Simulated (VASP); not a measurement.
Input of a VASP 6.6.1 run:

INCAR

```
  PREC = Accurate
  ENCUT = 520
  EDIFF = 1E-6
  ISMEAR = -1
  SIGMA = 0.1
  LREAL = F
  LASPH = T
  NELM = 80
  ALGO = Normal
  ISIF = 2
  LWAVE = F
  LCHARG = F
  GGA = PS
  NBANDS = 11
```

Contents of KPOINTS:

```
regular mesh
0
Gamma
  14 14 14
```

Contents of POSCAR:

```
C
1.0
    0.0000000000      2.1270000000      3.3480000000
    1.2280000000      0.0000000000      3.3480000000
    1.2280000000      2.1270000000      0.0000000000
C
2
Direct
    0.1666666667      0.8333333333      0.1666666667
    0.8333333333      0.1666666667      0.8333333333
```

Potentials or basis: VASP PAW PBE potentials, release 64 (C).

The run is started by

```sh
$ cat potpaw_PBE.64/C/POTCAR > POTCAR
$ mpirun -np 1 vasp_std > vasp.out
```

Task: Estimate the pressure.

Result: 2.1 GPa.

Task: Predict the largest force.

Result: 0.022 eV/Å.

Stress tensor (GPa, compression positive):
```
2.41 0.00 0.00
0.00 2.22 0.00
0.00 0.00 1.71
```

Caveat: this functional lacks dispersion, which binds the layers, so the pressure and a relaxed spacing across them are unreliable; the PAW data sets were made with another functional, which shifts forces and pressure a little.
